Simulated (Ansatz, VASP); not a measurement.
**ZnCd2Se3 in VASP and in Ansatz**

Contents of INCAR:

```
SYSTEM = ZnCd2Se3
ALGO = Normal
EDIFF = 1E-6
ENCUT = 520
GGA = PE
ISIF = 2
ISMEAR = 0
LASPH = .True.
LCHARG = .False.
LREAL = .False.
LWAVE = .False.
NBANDS = 36
NELM = 100
PREC = Accurate
SIGMA = 0.1
```

Contents of KPOINTS:

```
k-points
0
Gamma
  6 6 6
  0 0 0
```

File POSCAR:

```
ZnCd2Se3
1.0
   -2.1270611000      2.1270611000      9.1343846000
    2.1270611000     -2.1270611000      9.1343846000
    2.1270611000      2.1270611000     -9.1343846000
Zn Cd Se
1 2 3
Direct
    0.5000000000      0.5000000000      0.0000000000
    0.8380540000      0.8380540000      0.0000000000
    0.1619460000      0.1619460000      0.0000000000
    0.4265150000      0.9265150000      0.5000000000
    0.0734850000      0.5734850000      0.5000000000
    0.7500000000      0.2500000000      0.5000000000
```

Input for Ansatz:

```yaml
crystal:
  lattice:
    - [-2.1270611, 2.1270611, 9.1343846]
    - [2.1270611, -2.1270611, 9.1343846]
    - [2.1270611, 2.1270611, -9.1343846]
  atoms:
    - { symbol: Zn, position: [0.5, 0.5, 0.0] }
    - { symbol: Cd, position: [0.838054, 0.838054, 0.0] }
    - { symbol: Cd, position: [0.161946, 0.161946, 0.0] }
    - { symbol: Se, position: [0.426515, 0.926515, 0.5] }
    - { symbol: Se, position: [0.073485, 0.573485, 0.5] }
    - { symbol: Se, position: [0.75, 0.25, 0.5] }
basis:
  ecutwfc: 420
kpoints:
  mp_grid: { grid: [6, 6, 6] }
hamiltonian:
  xc: pbe
scf:
  occupations: { method: gaussian, width: 0.1 }
  lower_state_search: "off"
output:
  forces: true
  stress: true
  eigenvalues: true
```

Alike in both runs: task single point; functional PBE; k mesh 6 × 6 × 6; occupations gaussian, width 0.1 eV; no spin polarisation.

```csv
,VASP,Ansatz
version,VASP 6.6.1,Ansatz 0.2.0
potentials or method,"VASP PAW PBE potentials, release 64 (Zn, Cd, Se), cutoff 520 eV","scalar-relativistic, plane waves, PAW"
valence electrons in the cell,54,100
```

|  | VASP | Ansatz | Ansatz less VASP |
| --- | --- | --- | --- |
| gap on the k mesh at the Fermi level (eV) | 0.61 | 0.61 | 0.000 |
| least direct gap on the mesh (eV) | 0.61 | 0.61 | 0.000 |
| pressure (GPa) | 0.2 | 0.0 | -0.25 |
| rms of the force components (eV/Å) | 0.006 | 0.001 | -0.0049 |

Atom by atom the forces differ by 0.005 eV/Å (rms over components). VASP's potentials hold 54 valence electrons a cell and Ansatz's 100, so a difference there can come from the potentials and not from the codes.
